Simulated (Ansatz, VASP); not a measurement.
# AuCF in VASP and in Ansatz

```
C Au F
1.0
     3.03058    0.00000    0.00000
     0.00000    3.03058    0.00000
     0.00000    0.00000    4.55439
C Au F
1 1 1
Cartesian
  1.5153 1.5153 0.0000
  0.0000 0.0000 0.0000
  0.0000 0.0000 2.2772
```

Change from the starting cell: species swapped into the TiOF type (P4/mmm, No. 123).

Alike in both runs: functional PBE; k mesh 14 × 14 × 12; occupations gaussian, width 0.1 eV; no spin polarisation.

Ansatz relaxed the structure, and its values are those at the end. VASP's run is a single point on that final structure, the one shown.

```csv
,VASP,Ansatz
version,VASP 6.6.1,Ansatz 0.2.0
potentials or method,"VASP PAW PBE potentials, release 64 (C, Au, F), cutoff 520 eV","scalar-relativistic, plane waves, PAW"
valence electrons in the cell,22,30
```

VASP gave:

```
gap on the k mesh at the Fermi level (eV) : none
pressure (GPa)                            : -0.2
```

Q: Which values does Ansatz return?

A: gap on the k mesh at the Fermi level (eV): none; pressure (GPa): 0.0.

A gap of «none» marks a metal or a gap that the smearing closes. VASP's potentials hold 22 valence electrons a cell and Ansatz's 30, so a difference there can come from the potentials and not from the codes.

Neither program's run includes spin-orbit coupling.
